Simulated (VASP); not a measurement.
# SiC (Moissanite 3C) (F-43m) in VASP: further runs, part 2 of 2

VASP 6.6.1.

## Step 3: Single point, r2SCAN

POSCAR reads:

```
SiC
1.0
    0.0000000000      2.1790000000      2.1790000000
    2.1790000000      0.0000000000      2.1790000000
    2.1790000000      2.1790000000      0.0000000000
Si C
1 1
Direct
    0.0000000000      0.0000000000      0.0000000000
    0.2500000000      0.2500000000      0.2500000000
```

INCAR.step1 reads:

```
ALGO = Normal
EDIFF = 1E-4
ENCUT = 520
GGA = PE
ISMEAR = 0
LASPH = True
LCHARG = False
LREAL = False
LWAVE = True
NBANDS = 11
NELM = 60
PREC = Accurate
SIGMA = 0.01
```

INCAR.step2 reads:

```
ALGO = Normal
EDIFF = 1E-7
ENCUT = 520
ISIF = 2
ISMEAR = 0
ISTART = 1
LASPH = True
LCHARG = True
LELF = True
LMIXTAU = True
LREAL = False
LVHAR = True
LWAVE = False
METAGGA = R2SCAN
NBANDS = 11
NELM = 60
PREC = Accurate
SIGMA = 0.01
```

KPOINTS reads:

```
k-points
0
Gamma
  6 6 6
```

Potentials or basis: VASP PAW PBE potentials, release 64 (Si, C).

On the command line:

```
$ cat potpaw_PBE.64/Si/POTCAR potpaw_PBE.64/C/POTCAR > POTCAR
$ cp INCAR.step1 INCAR
$ mpirun -np 1 vasp_std > vasp.out
$ cp INCAR.step2 INCAR
$ mpirun -np 1 vasp_std > vasp.out
```

OUTCAR:

```text
EDIFF = 1E-7
   ENCUT = 520
   ISIF = 2
   ISMEAR = 0
   ISTART = 1
   LASPH = True
   LREAL = False
   METAGGA = R2SCAN
   NELM = 60
   PREC = Accurate

 ion  position               nearest neighbor table
   1  0.000  0.000  0.000-   2 1.89   2 1.89   2 1.89   2 1.89
   2  0.250  0.250  0.250-   1 1.89   1 1.89   1 1.89   1 1.89

  LATTYP: Found a face centered cubic cell.
 ALAT       =     4.3580000000

  Lattice vectors:

 A1 = (   0.0000000000,   2.1790000000,   2.1790000000)
 A2 = (   2.1790000000,   0.0000000000,   2.1790000000)
 A3 = (   2.1790000000,   2.1790000000,   0.0000000000)

Analysis of symmetry for initial positions (statically):
=====================================================================
 Subroutine PRICEL returns:
 Original cell was already a primitive cell.

 Routine SETGRP: Setting up the symmetry group for a
 face centered cubic supercell.

 Subroutine GETGRP returns: Found 24 space group operations
 (whereof 24 operations were pure point group operations)
 out of a pool of 48 trial point group operations.

The static configuration has the point symmetry T_d .

Analysis of symmetry for dynamics (positions and initial velocities):
=====================================================================
 Subroutine PRICEL returns:
 Original cell was already a primitive cell.

 Routine SETGRP: Setting up the symmetry group for a
 face centered cubic supercell.

 Subroutine GETGRP returns: Found 24 space group operations
 (whereof 24 operations were pure point group operations)
 out of a pool of 48 trial point group operations.

The dynamic configuration has the point symmetry T_d .

 Subroutine INISYM returns: Found 24 space group operations
 (whereof 24 operations are pure point group operations),
 and found     1 'primitive' translations

----------------------------------------------------------------------------------------

                                     Primitive cell
[... 107 lines left out ...]
   METAGGA = R2SCAN    functional components
   LHFCALC =     F    Hartree Fock is set to
   AEXX    =    0.0000 exact exchange contribution
   IVDW    =     0    specifies the selected vdW correction
   LEPSILON=     F    determine dielectric tensor
   LRPA    =     F    only Hartree local field effects (RPA)
 non-spin polarized calculation
 Gauss-broadening in eV      SIGMA  =   0.01
  energy-cutoff  :      520.00
  volume of cell :       20.69
 maximum number of plane-waves:       568
   NGX = 11   NGY = 11   NGZ = 11

 number of electron       8.0000001 magnetization

 Free energy of the ion-electron system (eV)
  ---------------------------------------------------
  ext. energy  EPLUGINS =         0.00000000
  ---------------------------------------------------
  free energy    TOTEN  =       -19.31730620 eV

  energy without entropy =      -19.31730620  energy(sigma->0) =      -19.31730620

 E-fermi :   8.1178     XC(G=0): -11.9323

 val. band max:        7.9885803531   @ k =   0.0000   0.0000   0.0000
 cond. band min:       9.7087435214   @ k =   0.5000   0.5000   0.0000
 fundamental gap:      1.7201631683
 Fermi energy:         8.1178131395

 k-point     1 :       0.0000    0.0000    0.0000
  band No.  band energies     occupation
      1      -8.1931      2.00000
      2       7.9886      2.00000
      3       7.9886      2.00000
      4       7.9886      2.00000
      5      14.8218      0.00000
      6      15.8325      0.00000
      7      15.8325      0.00000
      8      15.8325      0.00000
      9      23.1915      0.00000
     10      23.1915      0.00000
     11      25.7453      0.00000
[... 197 lines left out ...]
 k-point    16 :      -0.3333    0.5000    0.1667
  band No.  band energies     occupation
      1      -2.9443      2.00000
      2       0.4682      2.00000
      3       3.3096      2.00000
      4       3.4792      2.00000
      5      12.4284      0.00000
      6      15.6774      0.00000
      7      19.6137      0.00000
      8      21.1042      0.00000
      9      23.2731      0.00000
     10      26.8361      0.00000
     11      30.3311      0.00000

------------------------ aborting loop because EDIFF is reached ----------------------------------------

  FORCE on cell =-STRESS in cart. coord.  units (eV):
  Direction    XX          YY          ZZ          XY          YZ          ZX
  --------------------------------------------------------------------------------------
  -------------------------------------------------------------------------------------
  Total       -0.0538846     -0.0538846     -0.0538846      0.0000000     -0.0000000      0.0000000
  in kB       -4.1722785     -4.1722785     -4.1722785      0.0000000     -0.0000000      0.0000000
  external PRESSURE =      -4.1722785 kB  Pullay stress =       0.0000000 kB

 VOLUME and BASIS-vectors are now :
 -----------------------------------------------------------------------------
  energy-cutoff  :      520.00
  volume of cell :       20.69
      direct lattice vectors                 reciprocal lattice vectors
     0.000000000  2.179000000  2.179000000    -0.229463056  0.229463056  0.229463056
     2.179000000  0.000000000  2.179000000     0.229463056 -0.229463056  0.229463056
     2.179000000  2.179000000  0.000000000     0.229463056  0.229463056 -0.229463056

 POSITION                                       TOTAL-FORCE (eV/Angst)
 -----------------------------------------------------------------------------------
      0.00000      0.00000      0.00000         0.000000      0.000000      0.000000
      1.08950      1.08950      1.08950        -0.000000     -0.000000     -0.000000
 -----------------------------------------------------------------------------------
    total drift:                               -0.000001     -0.000001     -0.000001

  FREE ENERGIE OF THE ION-ELECTRON SYSTEM (eV)
  ---------------------------------------------------
  free  energy   TOTEN  =       -19.3173062028 eV

  energy  without entropy=      -19.3173062028  energy(sigma->0) =      -19.31730620
```

Run time: 27 s. Hardware: 1 thread of Intel Xeon 8259CL, shared host; peak memory 0.13 GiB.

Results:

```yaml
Free_energy: -19.3173 eV
Pressure: -0.4 GPa
Band_gap_on_the_k_mesh: 1.72 eV, indirect (least direct gap 5.06 eV)
```

Caveat: the PAW data sets were made with another functional, which shifts forces and pressure a little.

## Step 4: Single point, r2SCAN

POSCAR is that of step 3.

INCAR.step1 reads:

```
SYSTEM = SiC
  PREC = Accurate
  ENCUT = 520
  ISMEAR = 0
  SIGMA = 0.01
  LREAL = .FALSE.
  LASPH = .TRUE.
  NELM = 60
  NBANDS = 11
  GGA = PE
  ALGO = Normal
  EDIFF = 1E-4
  LWAVE = .TRUE.
  LCHARG = .FALSE.
```

INCAR.step2 reads:

```
SYSTEM = SiC
  PREC = Accurate
  ENCUT = 520
  EDIFF = 1E-6
  ISMEAR = 0
  SIGMA = 0.01
  LREAL = .FALSE.
  LASPH = .TRUE.
  NELM = 60
  ALGO = Normal
  ISIF = 2
  LWAVE = .FALSE.
  LCHARG = .TRUE.
  METAGGA = R2SCAN
  LMIXTAU = .TRUE.
  LELF = .TRUE.
  LVHAR = .TRUE.
  NBANDS = 11
  ISTART = 1
```

KPOINTS reads:

```
regular mesh
0
G
  8 8 8
  0 0 0
```

On the command line:

```
$ cat potpaw_PBE.64/Si/POTCAR potpaw_PBE.64/C/POTCAR > POTCAR
$ cp INCAR.step1 INCAR
$ mpirun -np 1 vasp_std > vasp.out
$ cp INCAR.step2 INCAR
$ mpirun -np 1 vasp_std > vasp.out
```

It took 33 s on 1 thread of Intel Xeon 8259CL, shared host; peak memory 0.13 GiB.

Results (log left out):

| Item | Value |
| --- | --- |
| Free energy | -19.3260 eV |
| Pressure | -0.4 GPa |
| Band gap on the k mesh | 1.72 eV, indirect (least direct gap 5.06 eV) |

Levels at points of the mesh, in eV from the valence-band top:
| k point | band 1 | band 2 | band 3 | band 4 | band 5 | band 6 | band 7 | band 8 | band 9 |
| --- | --- | --- | --- | --- | --- | --- | --- | --- | --- |
| (0.00, 0.00, 0.00) | -16.18 | 0.00 | 0.00 | 0.00 | 6.83 | 7.85 | 7.85 | 7.85 | 15.21 |
| (0.50, 0.00, 0.00) | -12.56 | -8.82 | -1.11 | -1.11 | 5.99 | 7.75 | 7.75 | 10.95 | 17.41 |
| (0.50, 0.50, 0.00) | -11.09 | -8.05 | -3.33 | -3.33 | 1.72 | 4.82 | 15.13 | 15.13 | 15.99 |

Caveat: the PAW data sets were made with another functional, which shifts forces and pressure a little.

## Step 5: Single point, r2SCAN

POSCAR is that of step 4.

Changes to INCAR.step1 since step 4:

```diff
@@ -7,3 +7,3 @@
   LASPH = .TRUE.
-  NELM = 60
+  NELM = 80
   NBANDS = 11
```

INCAR.step2 reads:

```
SYSTEM = SiC
  PREC = Accurate
  ENCUT = 520
  EDIFF = 1E-7
  ISMEAR = 0
  SIGMA = 0.01
  LREAL = .FALSE.
  LASPH = .TRUE.
  NELM = 80
  ALGO = Normal
  ISIF = 2
  LWAVE = .FALSE.
  LCHARG = .FALSE.
  METAGGA = R2SCAN
  LMIXTAU = .TRUE.
  NBANDS = 11
  ISTART = 1
```

KPOINTS reads:

```
regular mesh
0
G
  10 10 10
  0 0 0
```

Potentials or basis: VASP PAW PBE potentials, release 64 (Si, C).

On the command line:

```
$ cat potpaw_PBE.64/Si/POTCAR potpaw_PBE.64/C/POTCAR > POTCAR
$ cp INCAR.step1 INCAR
$ mpirun -np 1 vasp_std > vasp.out
$ cp INCAR.step2 INCAR
$ mpirun -np 1 vasp_std > vasp.out
```

OUTCAR:

```text
SYSTEM = SiC
   PREC = Accurate
   ENCUT = 520
   EDIFF = 1E-7
   ISMEAR = 0
   LREAL = .FALSE.
   LASPH = .TRUE.
   NELM = 80
   ISIF = 2
   METAGGA = R2SCAN
   ISTART = 1

 ion  position               nearest neighbor table
   1  0.000  0.000  0.000-   2 1.89   2 1.89   2 1.89   2 1.89
   2  0.250  0.250  0.250-   1 1.89   1 1.89   1 1.89   1 1.89

  LATTYP: Found a face centered cubic cell.
 ALAT       =     4.3580000000

  Lattice vectors:

 A1 = (   0.0000000000,   2.1790000000,   2.1790000000)
 A2 = (   2.1790000000,   0.0000000000,   2.1790000000)
 A3 = (   2.1790000000,   2.1790000000,   0.0000000000)
[... 513 lines left out ...]
      8      20.7850      0.00000
      9      22.8251      0.00000
     10      27.0674      0.00000
     11      30.4771      0.00000

 [... further k-points ...]
[... 5 lines left out ...]
  --------------------------------------------------------------------------------------
  -------------------------------------------------------------------------------------
  Total       -0.0572172     -0.0572172     -0.0572172      0.0000000     -0.0000000      0.0000000
  in kB       -4.4303214     -4.4303214     -4.4303214      0.0000000     -0.0000000      0.0000000
  external PRESSURE =      -4.4303214 kB  Pullay stress =       0.0000000 kB

 VOLUME and BASIS-vectors are now :
 -----------------------------------------------------------------------------
  energy-cutoff  :      520.00
  volume of cell :       20.69
      direct lattice vectors                 reciprocal lattice vectors
     0.000000000  2.179000000  2.179000000    -0.229463056  0.229463056  0.229463056
     2.179000000  0.000000000  2.179000000     0.229463056 -0.229463056  0.229463056
     2.179000000  2.179000000  0.000000000     0.229463056  0.229463056 -0.229463056

 POSITION                                       TOTAL-FORCE (eV/Angst)
 -----------------------------------------------------------------------------------
      0.00000      0.00000      0.00000        -0.000000     -0.000000     -0.000000
      1.08950      1.08950      1.08950         0.000000      0.000000      0.000000
 -----------------------------------------------------------------------------------
    total drift:                               -0.000001     -0.000001     -0.000001

  FREE ENERGIE OF THE ION-ELECTRON SYSTEM (eV)
  ---------------------------------------------------
  free  energy   TOTEN  =       -19.3269267004 eV

  energy  without entropy=      -19.3269267004  energy(sigma->0) =      -19.32692670
```

OUTCAR.step1:

```text
SYSTEM = SiC
   PREC = Accurate
   ENCUT = 520
   ISMEAR = 0
   LREAL = .FALSE.
   LASPH = .TRUE.
[... 557 lines left out ...]
      0.00000      0.00000      0.00000        -0.000000     -0.000000      0.000000
      1.08950      1.08950      1.08950         0.000000      0.000000     -0.000000
 -----------------------------------------------------------------------------------
    total drift:                                0.000000      0.000000      0.000000

  FREE ENERGIE OF THE ION-ELECTRON SYSTEM (eV)
  ---------------------------------------------------
  free  energy   TOTEN  =       -15.0577188515 eV

  energy  without entropy=      -15.0577188515  energy(sigma->0) =      -15.05771885
```

Run time: 86 s. Hardware: 1 thread of Intel Xeon 8259CL, shared host; peak memory 0.14 GiB.

What came out:

* Free energy: -19.3269 eV
* Pressure: -0.4 GPa
* Band gap on the k mesh: 1.73 eV, indirect (least direct gap 5.06 eV)

Caveat: the PAW data sets were made with another functional, which shifts forces and pressure a little.

## Step 6: Single point, r2SCAN

POSCAR is that of step 5.

INCAR.step1 reads:

```
SYSTEM = SiC
ALGO = Normal ; EDIFF = 1E-4
ENCUT = 520 ; GGA = PE
ISMEAR = 0 ; LASPH = .TRUE.
LCHARG = .FALSE. ; LREAL = .FALSE.
LWAVE = .TRUE. ; NBANDS = 11
NELM = 100 ; PREC = Accurate
SIGMA = 0.01
```

INCAR.step2 reads:

```
SYSTEM = SiC
ALGO = Normal ; EDIFF = 1E-6
ENCUT = 520 ; ISIF = 2
ISMEAR = 0 ; ISTART = 1
LASPH = .TRUE. ; LCHARG = .TRUE.
LELF = .TRUE. ; LMIXTAU = .TRUE.
LREAL = .FALSE. ; LVHAR = .TRUE.
LWAVE = .FALSE. ; METAGGA = R2SCAN
NBANDS = 11 ; NELM = 100
PREC = Accurate ; SIGMA = 0.01
```

KPOINTS reads:

```
k-points
0
G
  12 12 12
  0 0 0
```

Potentials or basis: VASP PAW PBE potentials, release 64 (Si, C).

On the command line:

```
$ cat potpaw_PBE.64/Si/POTCAR potpaw_PBE.64/C/POTCAR > POTCAR
$ cp INCAR.step1 INCAR
$ mpirun -np 1 vasp_std > vasp.out
$ cp INCAR.step2 INCAR
$ mpirun -np 1 vasp_std > vasp.out
```

OUTCAR:

```text
SYSTEM = SiC
   EDIFF = 1E-6
   ENCUT = 520
   ISIF = 2
   ISMEAR = 0
   ISTART = 1
   LASPH = .TRUE.
   LREAL = .FALSE.
   METAGGA = R2SCAN
   NELM = 100
   PREC = Accurate

 ion  position               nearest neighbor table
   1  0.000  0.000  0.000-   2 1.89   2 1.89   2 1.89   2 1.89
   2  0.250  0.250  0.250-   1 1.89   1 1.89   1 1.89   1 1.89

  LATTYP: Found a face centered cubic cell.
 ALAT       =     4.3580000000

  Lattice vectors:

[... 522 lines left out ...]

------------------------ aborting loop because EDIFF is reached ----------------------------------------

  FORCE on cell =-STRESS in cart. coord.  units (eV):
  Direction    XX          YY          ZZ          XY          YZ          ZX
  --------------------------------------------------------------------------------------
  -------------------------------------------------------------------------------------
  Total       -0.0557186     -0.0557186     -0.0557186      0.0000000      0.0000000     -0.0000000
  in kB       -4.3142883     -4.3142883     -4.3142883      0.0000000      0.0000000     -0.0000000
  external PRESSURE =      -4.3142883 kB  Pullay stress =       0.0000000 kB

 VOLUME and BASIS-vectors are now :
 -----------------------------------------------------------------------------
  energy-cutoff  :      520.00
  volume of cell :       20.69
      direct lattice vectors                 reciprocal lattice vectors
     0.000000000  2.179000000  2.179000000    -0.229463056  0.229463056  0.229463056
     2.179000000  0.000000000  2.179000000     0.229463056 -0.229463056  0.229463056
     2.179000000  2.179000000  0.000000000     0.229463056  0.229463056 -0.229463056

 POSITION                                       TOTAL-FORCE (eV/Angst)
 -----------------------------------------------------------------------------------
      0.00000      0.00000      0.00000         0.000000      0.000000      0.000000
      1.08950      1.08950      1.08950        -0.000000     -0.000000     -0.000000
 -----------------------------------------------------------------------------------
    total drift:                               -0.000001     -0.000001     -0.000001

  FREE ENERGIE OF THE ION-ELECTRON SYSTEM (eV)
  ---------------------------------------------------
  free  energy   TOTEN  =       -19.3270272059 eV

  energy  without entropy=      -19.3270272059  energy(sigma->0) =      -19.32702721
```

OUTCAR.step1:

```text
SYSTEM = SiC
   EDIFF = 1E-4
   ENCUT = 520
   GGA = PE
   ISMEAR = 0
   LASPH = .TRUE.
   LREAL = .FALSE.
[... 556 lines left out ...]
      0.00000      0.00000      0.00000        -0.000000     -0.000000     -0.000000
      1.08950      1.08950      1.08950         0.000000      0.000000      0.000000
 -----------------------------------------------------------------------------------
    total drift:                                0.000000      0.000000      0.000000

  FREE ENERGIE OF THE ION-ELECTRON SYSTEM (eV)
  ---------------------------------------------------
  free  energy   TOTEN  =       -15.0578414038 eV

  energy  without entropy=      -15.0578414038  energy(sigma->0) =      -15.05784140
```

It took 75 s on 1 thread of Intel Xeon 8259CL, shared host; peak memory 0.15 GiB.

Results:

- Free energy: -19.3270 eV
- Pressure: -0.4 GPa
- Band gap on the k mesh: 1.73 eV, indirect (least direct gap 5.06 eV)

Levels at points of the mesh, in eV from the valence-band top:
```tsv
k point	band 1	band 2	band 3	band 4	band 5	band 6	band 7	band 8
(0.00, 0.00, 0.00)	-16.18	0.00	0.00	0.00	6.83	7.85	7.85	7.85
(0.50, 0.00, 0.00)	-12.56	-8.82	-1.11	-1.11	5.99	7.75	7.75	10.95
(0.50, 0.50, 0.00)	-11.09	-8.05	-3.33	-3.33	1.73	4.82	15.13	15.13
```

Caveat: the PAW data sets were made with another functional, which shifts forces and pressure a little.

## Step 7: The runs side by side

```csv
k mesh,gap on the mesh (eV),pressure (GPa)
4 × 4 × 4,1.69,-0.1
6 × 6 × 6,1.72,-0.4
8 × 8 × 8,1.72,-0.4
10 × 10 × 10,1.73,-0.4
12 × 12 × 12,1.73,-0.4
```

Alike in all rows: task single point; level r2SCAN; potentials or basis VASP PAW PBE potentials, release 64 (Si, C); no spin polarisation; cell as given; cutoff (eV) 520; smearing gaussian 0.01 eV.

Caveats: some runs use coarse meshes; the PAW data sets were made with another functional, which shifts forces and pressure a little.

Absolute energies hang on the potentials; compare differences alone.

## Step 8: How close it comes

Step 3. A measured gap of SiC is 2.4 eV (indirect; quoted in “Insight into the structural, elastic and electronic properties of a new orthorhombic 6O-SiC polytype”, 2020, pmc:7200658); the calculated 1.72 eV misses it by -0.68 eV. The value is that of r2SCAN on a finite k mesh, which can miss the band edges, without temperature or zero-point motion.

Step 4. Measured gap of SiC: 2.4 eV (indirect; quoted in “Insight into the structural, elastic and electronic properties of a new orthorhombic 6O-SiC polytype”, 2020, pmc:7200658). This calculation gives 1.72 eV (-0.68 eV). The value is that of r2SCAN on a finite k mesh, which can miss the band edges, without temperature or zero-point motion.

Step 5. A measured gap of SiC is 2.4 eV (indirect; quoted in “Insight into the structural, elastic and electronic properties of a new orthorhombic 6O-SiC polytype”, 2020, pmc:7200658); the calculated 1.73 eV misses it by -0.67 eV. The value is that of r2SCAN on a finite k mesh, which can miss the band edges, without temperature or zero-point motion.

Step 6. Measured gap of SiC: 2.4 eV (indirect; quoted in “Insight into the structural, elastic and electronic properties of a new orthorhombic 6O-SiC polytype”, 2020, pmc:7200658). This calculation gives 1.73 eV (-0.67 eV). The value is that of r2SCAN on a finite k mesh, which can miss the band edges, without temperature or zero-point motion.
